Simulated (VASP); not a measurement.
A run of VASP 6.6.1:

File INCAR:

```
PREC = Accurate
ENCUT = 520
EDIFF = 1E-7
ISMEAR = 0
SIGMA = 0.1
LREAL = False
LASPH = True
NELM = 80
ALGO = Normal
ISIF = 2
LWAVE = False
LCHARG = False
GGA = PE
NBANDS = 13
```

The input KPOINTS:

```
Automatic mesh
0
Gamma
  18 18 18
```

The input POSCAR:

```
Ru
1.0
    0.0000000000      1.9542575000      1.9542575000
    1.9542575000      0.0000000000      1.9542575000
    1.9542575000      1.9542575000      0.0000000000
Ru
1
Direct
    0.0000000000      0.0000000000      0.0000000000
```

Potentials or basis: VASP PAW PBE potentials, release 64 (Ru_pv).

Command:

```console
$ cat potpaw_PBE.64/Ru_pv/POTCAR > POTCAR
$ mpirun -np 1 vasp_std > vasp.out
```

Hardware: 1 thread of Intel Xeon 8259CL, on a shared host.

Estimate the wall time of this run.

Wall time 40 s on 1 thread of Intel Xeon 8259CL (shared host), peak memory 0.17 GiB. Counts: scf iterations 11, k points 195.
